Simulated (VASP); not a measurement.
A run of VASP 6.6.1 is set up as follows.

File INCAR:

```
PREC = Accurate
ENCUT = 520
EDIFF = 1E-6
ISMEAR = -1
SIGMA = 0.05
LREAL = F
LASPH = T
NELM = 100
ALGO = Normal
ISIF = 2
LWAVE = F
LCHARG = F
GGA = PE
NBANDS = 30
```

KPOINTS

```
regular mesh
0
Gamma
  3 3 3
```

File POSCAR:

```
In3Se
1.0
    4.8037580000      0.0000000000      0.0000000000
    0.0000000000      4.8037580000      0.0000000000
    0.0000000000      0.0000000000      4.8037580000
In Se
3 1
Direct
    0.5000000000      0.5000000000      0.0000000000
    0.5000000000      0.0000000000      0.5000000000
    0.0000000000      0.5000000000      0.5000000000
    0.0000000000      0.0000000000      0.0000000000
```

Potentials or basis: VASP PAW PBE potentials, release 64 (In_d, Se).

Run with:

```console
$ cat potpaw_PBE.64/In_d/POTCAR potpaw_PBE.64/Se/POTCAR > POTCAR
$ mpirun -np 1 vasp_std > vasp.out
```

(1) Estimate the pressure.

(2) Predict the band gap on the k mesh.

## Answers

(1) 0.0 GPa.

(2) zero (an odd number of electrons rules out a gap without spin polarisation).

Caveat: the k points lie up to 0.44 Å⁻¹ apart, too coarse for converged energies and pressures of a metal; spin-orbit coupling is left out, which moves the levels of the heavy elements.
